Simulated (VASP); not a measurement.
# Pt (P-1) in VASP: further runs

Runs on Pt. Level: PBE. Tasks: single point.

Program: VASP 6.6.1. These are calculated values, not measurements. Logs are shortened: lines on timing, memory, paths and dates and some standing lists are left out, and cuts for length are marked.

### Step 1. The cell of the first run

The typed cell holds 2 atoms: a = 4.214 Å, b = 5.960 Å, c = 2.893 Å, α = 59.66°, β = 136.71°, γ = 90.00°.

### Step 2. Single point, PBE

The input, INCAR:

```
  PREC = Accurate
  ENCUT = 520
  EDIFF = 1E-7
  ISMEAR = 0
  SIGMA = 0.1
  LREAL = False
  LASPH = True
  NELM = 80
  ALGO = Fast
  ISIF = 2
  LWAVE = False
  LCHARG = False
  GGA = PE
  NBANDS = 17
```

The input, KPOINTS:

```
regular mesh
0
Gamma
  8 6 26
```

The input, POSCAR:

```
Pt
1.0
    4.2142060054      0.0000113641      0.0021137338
    0.0000160713      5.9594435119     -0.0640817900
   -2.1064435566      1.4758046083      1.3246598067
Pt
2
Direct
    0.0000000000      0.5000000000      0.0000000000
    0.0000000000      0.0000000000      0.0000000000
```

Potentials or basis: VASP PAW PBE potentials, release 64 (Pt).

Run with:

```
cat potpaw_PBE.64/Pt/POTCAR > POTCAR
mpirun -np 1 vasp_std > vasp.out
```

OUTCAR:

```text
PREC = Accurate
   ENCUT = 520
   EDIFF = 1E-7
   ISMEAR = 0
   LREAL = False
   LASPH = True
   NELM = 80
   ISIF = 2
   GGA = PE

 ion  position               nearest neighbor table
   1  0.000  0.500  0.000-   2 2.92   2 2.92   2 2.92   2 2.92   2 2.98   2 2.98
   2  0.000  0.000  0.000-   1 2.92   1 2.92   1 2.92   1 2.92   1 2.98   1 2.98

  LATTYP: Found a triclinic cell.
 ALAT       =     2.8930653817
 B/A-ratio  =     1.4566578973
 C/A-ratio  =     1.4006894430
 COS(alpha) =     0.0006556151
 COS(beta)  =     0.0720405539
 COS(gamma) =     0.7278697921

  Lattice vectors:

 A1 = (   2.1064435566,  -1.4758046083,  -1.3246598067)
 A2 = (   4.2142060054,   0.0000113641,   0.0021137338)
 A3 = (   0.0013028209,  -3.0078229312,   2.7155151372)

Analysis of symmetry for initial positions (statically):
=====================================================================
 Subroutine PRICEL returns following result:

  LATTYP: Found a triclinic cell.
 ALAT       =     2.9222494574
 B/A-ratio  =     1.0197260918
 C/A-ratio  =     0.9183410706
 COS(alpha) =     0.0212225255
 COS(beta)  =     0.4692772844
 COS(gamma) =     0.5196078043

  Lattice vectors:

 A1 = (  -2.1064515923,  -1.5039171476,   1.3567007017)
 A2 = (  -0.0000080356,  -2.9797217559,   0.0320408950)
 A3 = (   0.0013108565,  -0.0281011752,   2.6834742422)

   2 primitive cells build up your supercell.

 Routine SETGRP: Setting up the symmetry group for a
 triclinic supercell.

 Subroutine GETGRP returns: Found  2 space group operations
 (whereof  2 operations were pure point group operations)
 out of a pool of  2 trial point group operations.

The static configuration has the point symmetry S_2 .

Analysis of symmetry for dynamics (positions and initial velocities):
=====================================================================
 Subroutine PRICEL returns following result:

  LATTYP: Found a triclinic cell.
 ALAT       =     2.9222494574
 B/A-ratio  =     1.0197260918
 C/A-ratio  =     0.9183410706
 COS(alpha) =     0.0212225255
 COS(beta)  =     0.4692772844
 COS(gamma) =     0.5196078043

  Lattice vectors:

 A1 = (  -2.1064515923,  -1.5039171476,   1.3567007017)
 A2 = (  -0.0000080356,  -2.9797217559,   0.0320408950)
[... 96 lines left out ...]
   ions per type =               2
   NGX,Y,Z   is equivalent  to a cutoff of  12.62, 13.39, 13.79 a.u.
   NGXF,Y,Z  is equivalent  to a cutoff of  25.25, 26.78, 27.58 a.u.
 SYSTEM =  unknown system
   PREC   = accura    normal or accurate (medium, high low for compatibility)
   ISTART =      0    job   : 0-new  1-cont  2-samecut
   ICHARG =      2    charge: 1-file 2-atom 10-const
   ISPIN  =      1    spin polarized calculation?
   LNONCOLLINEAR =      F non collinear calculations
   LSORBIT =      F    spin-orbit coupling
   LASPH  =      T    aspherical Exc in radial PAW
   ENCUT  =  520.0 eV  38.22 Ry    6.18 a.u.   7.84 11.08  5.38*2*pi/ulx,y,z
   NELM   =     80;   NELMIN=  2; NELMDL= -5     # of ELM steps
   EDIFF  = 0.1E-06   stopping-criterion for ELM
   LREAL  =      F    real-space projection
   EDIFFG = 0.1E-05   stopping-criterion for IOM
   NSW    =      0    number of steps for IOM
   IBRION =     -1    ionic relax: 0-MD 1-quasi-New 2-CG
   NFREE  =      0    steps in history (QN), initial steepest desc. (CG)
   ISIF   =      2    stress and relaxation
   ISYM   =      2    0-nonsym 1-usesym 2-fastsym
   POTIM  = 0.5000    time-step for ionic-motion
   TEBEG  =    0.0;   TEEND  =   0.0 temperature during run
   PSTRESS=    0.0 pullay stress
   NELECT =      20.0000    total number of electrons
   NUPDOWN=      -1.0000    fix difference up-down
   EMIN   =  10.00;   EMAX   =-10.00  energy-range for DOS
   EFERMI =   0.00;   METHOD = LEGACY
   ISMEAR =     0;   SIGMA  =   0.10  broadening in eV -4-tet -1-fermi 0-gaus
   EFERMI_NEDOS =   21; number of points for ismear=-14 and -15
   IALGO  =     68    algorithm
   IMIX   =      4    mixing-type and parameters
     AMIX     =   0.40;   BMIX     =  1.00
     AMIX_MAG =   1.60;   BMIX_MAG =  1.00
  volume/ion in A,a.u.               =      16.85       113.69
  Fermi-wavevector in a.u.,A,eV,Ry     =   1.375851  2.599982 25.755381  1.892967
  Thomas-Fermi vector in A             =   2.501150
   LORBIT       =      0    0 simple, 1 ext, 2 COOP (PROOUT), +10 PAW based schemes
   GGA     = PE    functional components
   LHFCALC =     F    Hartree Fock is set to
   AEXX    =    0.0000 exact exchange contribution
   IVDW    =     0    specifies the selected vdW correction
   LEPSILON=     F    determine dielectric tensor
   LRPA    =     F    only Hartree local field effects (RPA)
 non-spin polarized calculation
 RMM-DIIS sequential band-by-band and
 Gauss-broadening in eV      SIGMA  =   0.10
  energy-cutoff  :      520.00
  volume of cell :       33.69
 maximum number of plane-waves:       923
   NGX = 15   NGY = 21   NGZ = 11

 number of electron      20.0000001 magnetization

 Free energy of the ion-electron system (eV)
  ---------------------------------------------------
  ext. energy  EPLUGINS =         0.00000000
  ---------------------------------------------------
  free energy    TOTEN  =       -11.97048285 eV

  energy without entropy =      -11.95132941  energy(sigma->0) =      -11.96090613

 E-fermi :   9.2343     XC(G=0): -12.8213

 val. band max:        9.2342389330   @ k =   0.1250   0.0000   0.4231
 cond. band min:       9.2347617725   @ k =   0.5000   0.5000   0.3846
 fundamental gap:      0.0005228395
 Fermi energy:         9.2342812660

 k-point     1 :       0.0000    0.0000    0.0000
  band No.  band energies     occupation
      1       0.2246      2.00000
      2       3.3216      2.00000
      3       3.7299      2.00000
      4       5.4602      2.00000
      5       5.7685      2.00000
      6       6.8904      2.00000
[... 457 lines left out ...]
      4       5.4715      2.00000
      5       5.7895      2.00000
      6       6.5488      2.00000
[... 9 lines left out ...]
     16      23.6924      0.00000
     17      25.2684      0.00000

 [... further k-points ...]
[... 5 lines left out ...]
  --------------------------------------------------------------------------------------
  -------------------------------------------------------------------------------------
  Total       -4.0397862     -3.8837653     -0.1095558      0.0202187      0.0423103     -0.0009311
  in kB     -192.1007546   -184.6816188     -5.2096221      0.9614427      2.0119476     -0.0442743
  external PRESSURE =    -127.3306651 kB  Pullay stress =       0.0000000 kB

 VOLUME and BASIS-vectors are now :
 -----------------------------------------------------------------------------
  energy-cutoff  :      520.00
  volume of cell :       33.69
      direct lattice vectors                 reciprocal lattice vectors
     4.214206005  0.000011364  0.002113734     0.237105738  0.004005678  0.372577361
     0.000016071  5.959443512 -0.064081790     0.000092138  0.165816017 -0.184589249
    -2.106443557  1.475804608  1.324659807    -0.000373888  0.008015130  0.745386594

 POSITION                                       TOTAL-FORCE (eV/Angst)
 -----------------------------------------------------------------------------------
      0.00001      2.97972     -0.03204         0.000000     -0.000000      0.000000
      0.00000      0.00000      0.00000        -0.000000      0.000000      0.000000
 -----------------------------------------------------------------------------------
    total drift:                                0.000000      0.000000     -0.000000

  FREE ENERGIE OF THE ION-ELECTRON SYSTEM (eV)
  ---------------------------------------------------
  free  energy   TOTEN  =       -11.9704828493 eV

  energy  without entropy=      -11.9513294091  energy(sigma->0) =      -11.96090613
```

It took 3.8 min on 1 thread of Intel Xeon 6975P-C (Granite Rapids), shared host; peak memory 0.43 GiB.

Results:

| Quantity | Value |
| --- | --- |
| Free energy | -11.9705 eV |
| Pressure | -12.7 GPa |
| Band gap on the k mesh | zero (bands 10 and 11 overlap by 1.74 eV) |

Caveat: the stress differs along the axes, from -19 to -1 GPa; spin-orbit coupling is left out, which moves the levels of the heavy elements.

### Step 3. Single point, PBE

The input, INCAR:

```
  ALGO = Fast
  EDIFF = 1E-6
  ENCUT = 520
  GGA = PE
  ISIF = 2
  ISMEAR = 0
  LASPH = True
  LCHARG = False
  LREAL = False
  LWAVE = False
  NBANDS = 17
  NELM = 100
  PREC = Accurate
  SIGMA = 0.1
```

The input, KPOINTS:

```
Automatic mesh
0
Gamma
  8 6 26
  0.5 0.5 0.5
```

POSCAR is that of step 2.

Potentials or basis: VASP PAW PBE potentials, release 64 (Pt).

Run with:

```
cat potpaw_PBE.64/Pt/POTCAR > POTCAR
mpirun -np 1 vasp_std > vasp.out
```

It took 3.1 min on 1 thread of Intel Xeon 6975P-C (Granite Rapids), shared host; peak memory 0.43 GiB.

The run converged. Its results:

```
Free energy            : -11.9702 eV
Pressure               : -12.8 GPa
Band gap on the k mesh : zero (bands 10 and 11 overlap by 1.55 eV)
```

Stress tensor (GPa, compression positive):
```
-19.55   0.03  -0.11
  0.03 -17.90   0.32
 -0.11   0.32  -0.88
```

Levels at points of the mesh, in eV from the Fermi level:
```
           k point  band 8  band 9  band 10  band 11  band 12  band 13
(0.06, 0.08, 0.02)   -1.02   -0.37    -0.15     0.30     3.04     7.87
```

Caveat: the stress differs along the axes, from -20 to -1 GPa; spin-orbit coupling is left out, which moves the levels of the heavy elements.
